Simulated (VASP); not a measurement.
The system is SnSe2.

```
Sn Se
1.0
     3.82557    0.00000    0.00000
    -1.91279    3.31304    0.00000
     0.00000    0.00000    6.72818
Sn Se
1 2
Direct
  0.00000 0.00000 0.00000
  0.33333 0.66667 0.23488
  0.66667 0.33333 0.76512
```

- Program: VASP 6.6.1
- Task: relaxation of shape and atoms at fixed volume
- Functional: PBE
- Potentials or basis: VASP PAW PBE potentials, release 64 (Sn_d, Se)
- Cutoff: 600 eV
- k mesh: 12 × 12 × 4
- Occupations: gaussian, width 0.02 eV
- Spin: no spin polarisation

At the start: pressure 2.1 GPa; volume 28.42 Å³/atom.

Q: Where does the relaxation end?

A: Over 7 steps the energy falls by 5.1 meV/atom; space group P-3m1 (No. 164, to 0.1 Å) before and after.

The path:
```tsv
step	energy change (eV)	largest force (eV/Å)	pressure (GPa)	volume (Å³)
1	0.0000	0.2829	2.09	85.27
2	-0.0064	0.1636	1.62	85.27
3	-0.0105	0.0545	0.77	85.27
4	-0.0145	0.0346	0.45	85.27
5	-0.0153	0.0242	0.29	85.27
6	-0.0153	0.0232	0.26	85.27
7	-0.0154	0.0031	0.34	85.27
```

Final structure:
```xyz
3
Lattice="3.8678 0.0000 0.0000 -1.9339 3.3496 0.0000 0.0000 0.0000 6.5822" Properties=species:S:1:pos:R:3 pbc="T T T"
Sn    0.0000    0.0000    6.5822
Se    0.0000    2.2331    1.5962
Se    1.9339    1.1165    4.9860
```

Caveat: this functional lacks dispersion, which binds the layers, so the pressure and a relaxed spacing across them are unreliable.
